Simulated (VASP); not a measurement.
# BAs (Pm-3m) in VASP: a series of runs

Aim: see how the results for BAs move with the level of theory and the settings. Levels: r2SCANh, r2SCAN50. Tasks: single point.

Program: VASP 6.6.1. These are calculated values, not measurements. Logs are shortened: lines on timing, memory, paths and dates and some standing lists are left out, and cuts for length are marked.

### Step 1. The cell of the first run

Symmetry: Pm-3m, No. 221, cubic system. Conventional cell: a = 2.957 Å, b = 2.957 Å, c = 2.957 Å, α = 90.00°, β = 90.00°, γ = 90.00°. Within 3.4 Å of B (site symmetry m-3m) lie 8 As at 2.56 Å and 6 B at 2.96 Å. As (site symmetry m-3m) has 8 B at 2.56 Å and 6 As at 2.96 Å within 3.4 Å.

### Step 2. Single point, r2SCANh

Input file POSCAR:

```
BAs
1.0
    2.9570103300      0.0000000000      0.0000000000
    0.0000000000      2.9570103300      0.0000000000
    0.0000000000      0.0000000000      2.9570103300
B As
1 1
Direct
    0.5000000000      0.5000000000      0.5000000000
    0.0000000000      0.0000000000      0.0000000000
```

Input file INCAR.step1:

```
ALGO     = Normal         # electronic algorithm
EDIFF    = 1E-5           # SCF threshold, eV
ENCUT    = 520            # plane-wave cutoff, eV
GGA      = PE             # functional
ISIF     = 2              # what is computed and relaxed
ISMEAR   = -1             # smearing method
LASPH    = T              # aspherical terms in the spheres
LCHARG   = F              # write CHGCAR
LREAL    = F              # projectors in reciprocal space
LWAVE    = T              # write WAVECAR
NBANDS   = 11             # bands
NELM     = 80             # most SCF steps
PREC     = Accurate       # precision mode
SIGMA    = 0.05           # smearing width, eV
```

Input file INCAR.step2:

```
AEXX     = 0.1            # exact-exchange fraction
ALGO     = Normal         # electronic algorithm
EDIFF    = 1E-6           # SCF threshold, eV
ENCUT    = 520            # plane-wave cutoff, eV
ISIF     = 2              # what is computed and relaxed
ISMEAR   = -1             # smearing method
ISTART   = 1            
LASPH    = T              # aspherical terms in the spheres
LCHARG   = F              # write CHGCAR
LHFCALC  = T              # exact exchange
LMIXTAU  = T            
LREAL    = F              # projectors in reciprocal space
LWAVE    = F              # write WAVECAR
METAGGA  = R2SCAN         # meta-GGA
NBANDS   = 11             # bands
NELM     = 80             # most SCF steps
PREC     = Accurate       # precision mode
PRECFOCK = Normal       
SIGMA    = 0.05           # smearing width, eV
```

Input file KPOINTS:

```
k-points
0
Gamma
  5 5 5
```

Potentials or basis: VASP PAW PBE potentials, release 64 (B, As).

Run with:

```sh
$ cat potpaw_PBE.64/B/POTCAR potpaw_PBE.64/As/POTCAR > POTCAR
$ cp INCAR.step1 INCAR
$ mpirun -np 1 vasp_std > vasp.out
$ cp INCAR.step2 INCAR
$ mpirun -np 1 vasp_std > vasp.out
```

OUTCAR:

```text
AEXX = 0.1
   EDIFF = 1E-6
   ENCUT = 520
   ISIF = 2
   ISMEAR = -1
   ISTART = 1
   LASPH = T
   LHFCALC = T
   LREAL = F
   METAGGA = R2SCAN
   NELM = 80
   PREC = Accurate
   PRECFOCK = Normal

 ion  position               nearest neighbor table
   1  0.500  0.500  0.500-
   2  0.000  0.000  0.000-

  LATTYP: Found a simple cubic cell.
 ALAT       =     2.9570103300

  Lattice vectors:

 A1 = (   2.9570103300,   0.0000000000,   0.0000000000)
 A2 = (   0.0000000000,   2.9570103300,   0.0000000000)
 A3 = (   0.0000000000,   0.0000000000,   2.9570103300)

Analysis of symmetry for initial positions (statically):
=====================================================================
 Subroutine PRICEL returns:
 Original cell was already a primitive cell.

 Routine SETGRP: Setting up the symmetry group for a
 simple cubic supercell.

 Subroutine GETGRP returns: Found 48 space group operations
 (whereof 48 operations were pure point group operations)
 out of a pool of 48 trial point group operations.

The static configuration has the point symmetry O_h .

Analysis of symmetry for dynamics (positions and initial velocities):
=====================================================================
 Subroutine PRICEL returns:
 Original cell was already a primitive cell.

 Routine SETGRP: Setting up the symmetry group for a
 simple cubic supercell.

 Subroutine GETGRP returns: Found 48 space group operations
 (whereof 48 operations were pure point group operations)
 out of a pool of 48 trial point group operations.

The dynamic configuration has the point symmetry O_h .

 Subroutine INISYM returns: Found 48 space group operations
 (whereof 48 operations are pure point group operations),
 and found     1 'primitive' translations

----------------------------------------------------------------------------------------

                                     Primitive cell

  volume of cell :      25.8558

  direct lattice vectors                    reciprocal lattice vectors
     2.957010330  0.000000000  0.000000000     0.338179407  0.000000000  0.000000000
     0.000000000  2.957010330  0.000000000     0.000000000  0.338179407  0.000000000
     0.000000000  0.000000000  2.957010330     0.000000000  0.000000000  0.338179407

  length of vectors
     2.957010330  2.957010330  2.957010330     0.338179407  0.338179407  0.338179407

[... 80 lines left out ...]
   ISMEAR =    -1;   SIGMA  =   0.05  broadening in eV -4-tet -1-fermi 0-gaus
   EFERMI_NEDOS =   21; number of points for ismear=-14 and -15
   IALGO  =     38    algorithm
   IMIX   =      1    mixing-type and parameters
     AMIX     =   0.40;   BMIX     =  1.00
     AMIX_MAG =   1.60;   BMIX_MAG =  1.00
  volume/ion in A,a.u.               =      12.93        87.24
  Fermi-wavevector in a.u.,A,eV,Ry     =   1.107266  2.092429 16.681261  1.226038
  Thomas-Fermi vector in A             =   2.243778
   LORBIT       =      0    0 simple, 1 ext, 2 COOP (PROOUT), +10 PAW based schemes
   METAGGA = R2SCAN    functional components
   LHFCALC =     T    Hartree Fock is set to
   PRECFOCK=normal    Normal, Fast or Accurate (Low or Medium for compatibility)
   ENCUT4O =  -1.0   cutoff for four orbital integrals eV
   NKREDX  =     1    reduce k-point grid by
   NKREDY  =     1    reduce k-point grid by
   NKREDZ  =     1    reduce k-point grid by
   AEXX    =    0.1000 exact exchange contribution
   HFSCREEN=    0.0000 screening length (either q_TF or 0.3 A-1)
   HFSCREENC=   0.0000 screening length for correlation (either q_TF or 0.3 A-1)
   ENCUTFOCK=  -1.0 apply spherical cutoff to Coloumb kernel
   IVDW    =     0    specifies the selected vdW correction
   LEPSILON=     F    determine dielectric tensor
   LRPA    =     F    only Hartree local field effects (RPA)
 non-spin polarized calculation
  energy-cutoff  :      520.00
  volume of cell :       25.86
 maximum number of plane-waves:       739
 NGX is ok and might be reduce to    24
  NGX = 18; NGY = 18; NGZ = 18

 number of electron       7.9999998 magnetization

 Free energy of the ion-electron system (eV)
  ---------------------------------------------------
  ext. energy  EPLUGINS =         0.00000000
  ---------------------------------------------------
  free energy    TOTEN  =       -18.53271807 eV

  energy without entropy =      -18.52936922  energy(sigma->0) =      -18.53104364

 E-fermi :   6.9265     XC(G=0): -11.0166

 val. band max:        6.7695883682   @ k =   0.4000   0.4000   0.2000
 cond. band min:       7.4126516105   @ k =   0.2000   0.2000   0.0000
 fundamental gap:      0.6430632423
 Fermi energy:         6.9264640490

 k-point     1 :       0.0000    0.0000    0.0000
  band No.  band energies     occupation
      1     -10.3582      2.00000
      2       5.7393      2.00000
      3       5.7393      2.00000
      4       5.7393      2.00000
      5       6.3304      1.99999
      6      13.1644      0.00000
      7      13.1644      0.00000
      8      17.1108      0.00000
      9      17.1108      0.00000
     10      17.1108      0.00000
     11      26.8343      0.00000
[... 113 lines left out ...]
 k-point    10 :       0.4000    0.4000    0.4000
  band No.  band energies     occupation
      1      -2.8156      2.00000
      2       1.2037      2.00000
      3       2.5964      2.00000
      4       2.5964      2.00000
      5       4.5788      2.00000
      6       6.4351      1.99989
      7       6.4351      1.99989
      8       9.3384      0.00000
      9      25.8233      0.00000
     10      26.8643      0.00000
     11      26.8643      0.00000

------------------------ aborting loop because EDIFF is reached ----------------------------------------

  FORCE on cell =-STRESS in cart. coord.  units (eV):
  Direction    XX          YY          ZZ          XY          YZ          ZX
  --------------------------------------------------------------------------------------
  -------------------------------------------------------------------------------------
  Total       -1.2434513     -1.2434513     -1.2434513      0.0000000      0.0000000      0.0000000
  in kB      -77.0514527    -77.0514527    -77.0514527      0.0000000      0.0000000      0.0000000
  external PRESSURE =     -77.0514527 kB  Pullay stress =       0.0000000 kB

 VOLUME and BASIS-vectors are now :
 -----------------------------------------------------------------------------
  energy-cutoff  :      520.00
  volume of cell :       25.86
      direct lattice vectors                 reciprocal lattice vectors
     2.957010330  0.000000000  0.000000000     0.338179407  0.000000000  0.000000000
     0.000000000  2.957010330  0.000000000     0.000000000  0.338179407  0.000000000
     0.000000000  0.000000000  2.957010330     0.000000000  0.000000000  0.338179407

 POSITION                                       TOTAL-FORCE (eV/Angst)
 -----------------------------------------------------------------------------------
      1.47851      1.47851      1.47851         0.000000      0.000000      0.000000
      0.00000      0.00000      0.00000         0.000000      0.000000      0.000000
 -----------------------------------------------------------------------------------
    total drift:                                0.000000     -0.000000      0.000000

  FREE ENERGIE OF THE ION-ELECTRON SYSTEM (eV)
  ---------------------------------------------------
  free  energy   TOTEN  =       -18.5327180696 eV

  energy  without entropy=      -18.5293692186  energy(sigma->0) =      -18.53104364
```

OUTCAR.step1:

```text
EDIFF = 1E-5
   ENCUT = 520
   GGA = PE
   ISIF = 2
   ISMEAR = -1
[... 344 lines left out ...]
 -----------------------------------------------------------------------------------
      1.47851      1.47851      1.47851         0.000000      0.000000      0.000000
      0.00000      0.00000      0.00000         0.000000      0.000000      0.000000
 -----------------------------------------------------------------------------------
    total drift:                                0.000000      0.000000     -0.000000

  FREE ENERGIE OF THE ION-ELECTRON SYSTEM (eV)
  ---------------------------------------------------
  free  energy   TOTEN  =        -8.2980808635 eV

  energy  without entropy=       -8.2935506517  energy(sigma->0) =       -8.29581576
```

It took 3.1 min on 1 thread of Intel Xeon Platinum 8488C (Sapphire Rapids), shared host; peak memory 0.15 GiB.

Results:

```yaml
Free_energy: -18.5327 eV
Pressure: -7.7 GPa
Band_gap_on_the_k_mesh: zero (bands 4 and 5 overlap by 4.23 eV)
```

Levels at points of the mesh, in eV from the Fermi level:
```csv
k point,band 1,band 2,band 3,band 4,band 5,band 6,band 7,band 8,band 9
"(0.00, 0.00, 0.00)",-17.28,-1.19,-1.19,-1.19,-0.60,6.24,6.24,10.18,10.18
```

Caveat: the k points lie up to 0.42 Å⁻¹ apart, too coarse for converged energies and pressures of a metal; the PAW data sets were made with another functional, which shifts forces and pressure a little.

### Step 3. Single point, r2SCAN50

POSCAR is that of step 2.

Input file INCAR.step1:

```
  ALGO = Normal
  EDIFF = 1E-5
  ENCUT = 520
  GGA = PE
  ISIF = 2
  ISMEAR = -1
  LASPH = True
  LCHARG = False
  LREAL = False
  LWAVE = True
  NBANDS = 11
  NELM = 60
  PREC = Accurate
  SIGMA = 0.05
```

Input file INCAR.step2:

```
  AEXX = 0.5
  ALGO = Normal
  EDIFF = 1E-6
  ENCUT = 520
  ISIF = 2
  ISMEAR = -1
  ISTART = 1
  LASPH = True
  LCHARG = False
  LHFCALC = True
  LMIXTAU = True
  LREAL = False
  LWAVE = False
  METAGGA = R2SCAN
  NBANDS = 11
  NELM = 60
  PREC = Accurate
  PRECFOCK = Normal
  SIGMA = 0.05
```

KPOINTS is that of step 2.

Potentials or basis: VASP PAW PBE potentials, release 64 (B, As).

Run with:

```sh
$ cat potpaw_PBE.64/B/POTCAR potpaw_PBE.64/As/POTCAR > POTCAR
$ cp INCAR.step1 INCAR
$ mpirun -np 1 vasp_std > vasp.out
$ cp INCAR.step2 INCAR
$ mpirun -np 1 vasp_std > vasp.out
```

OUTCAR:

```text
AEXX = 0.5
   EDIFF = 1E-6
   ENCUT = 520
   ISIF = 2
   ISMEAR = -1
   ISTART = 1
   LASPH = True
   LHFCALC = True
   LREAL = False
   METAGGA = R2SCAN
   NELM = 60
   PREC = Accurate
   PRECFOCK = Normal

 ion  position               nearest neighbor table
   1  0.500  0.500  0.500-
   2  0.000  0.000  0.000-

  LATTYP: Found a simple cubic cell.
 ALAT       =     2.9570103300

  Lattice vectors:

 A1 = (   2.9570103300,   0.0000000000,   0.0000000000)
 A2 = (   0.0000000000,   2.9570103300,   0.0000000000)
 A3 = (   0.0000000000,   0.0000000000,   2.9570103300)

Analysis of symmetry for initial positions (statically):
=====================================================================
 Subroutine PRICEL returns:
 Original cell was already a primitive cell.

 Routine SETGRP: Setting up the symmetry group for a
 simple cubic supercell.

 Subroutine GETGRP returns: Found 48 space group operations
 (whereof 48 operations were pure point group operations)
 out of a pool of 48 trial point group operations.

[... 162 lines left out ...]
 k-point     1 :       0.0000    0.0000    0.0000
  band No.  band energies     occupation
      1     -13.7182      2.00000
      2       4.9316      2.00000
      3       4.9316      2.00000
      4       4.9316      2.00000
      5       5.9167      1.99987
      6      14.0407      0.00000
      7      14.0407      0.00000
      8      19.2706      0.00000
      9      19.2706      0.00000
     10      19.2706      0.00000
     11      28.6912      0.00000
[... 113 lines left out ...]
 k-point    10 :       0.4000    0.4000    0.4000
  band No.  band energies     occupation
      1      -5.0476      2.00000
      2      -0.5194      2.00000
      3       1.1283      2.00000
      4       1.1283      2.00000
      5       3.6169      2.00000
      6       5.7930      1.99999
      7       5.7930      1.99999
      8      10.1526      0.00000
      9      27.7803      0.00000
     10      28.8477      0.00000
     11      28.8477      0.00000

------------------------ aborting loop because EDIFF is reached ----------------------------------------

  FORCE on cell =-STRESS in cart. coord.  units (eV):
  Direction    XX          YY          ZZ          XY          YZ          ZX
  --------------------------------------------------------------------------------------
  -------------------------------------------------------------------------------------
  Total       -2.1660208     -2.1660208     -2.1660208      0.0000000     -0.0000000      0.0000000
  in kB     -134.2192080   -134.2192080   -134.2192080      0.0000000     -0.0000000      0.0000000
  external PRESSURE =    -134.2192080 kB  Pullay stress =       0.0000000 kB

 VOLUME and BASIS-vectors are now :
 -----------------------------------------------------------------------------
  energy-cutoff  :      520.00
  volume of cell :       25.86
      direct lattice vectors                 reciprocal lattice vectors
     2.957010330  0.000000000  0.000000000     0.338179407  0.000000000  0.000000000
     0.000000000  2.957010330  0.000000000     0.000000000  0.338179407  0.000000000
     0.000000000  0.000000000  2.957010330     0.000000000  0.000000000  0.338179407

 POSITION                                       TOTAL-FORCE (eV/Angst)
 -----------------------------------------------------------------------------------
      1.47851      1.47851      1.47851         0.000000      0.000000      0.000000
      0.00000      0.00000      0.00000         0.000000      0.000000      0.000000
 -----------------------------------------------------------------------------------
    total drift:                               -0.000000      0.000000      0.000000

  FREE ENERGIE OF THE ION-ELECTRON SYSTEM (eV)
  ---------------------------------------------------
  free  energy   TOTEN  =       -18.3528023544 eV

  energy  without entropy=      -18.3494641808  energy(sigma->0) =      -18.35113327
```

Run time: 4.3 min. Hardware: 1 thread of Intel Xeon Platinum 8488C (Sapphire Rapids), shared host; peak memory 0.15 GiB.

What came out:

```yaml
Free_energy: -18.3528 eV
Pressure: -13.4 GPa
Band_gap_on_the_k_mesh: zero (bands 4 and 5 overlap by 6.11 eV)
```

Caveat: the k points lie up to 0.42 Å⁻¹ apart, too coarse for converged energies and pressures of a metal; the PAW data sets were made with another functional, which shifts forces and pressure a little.
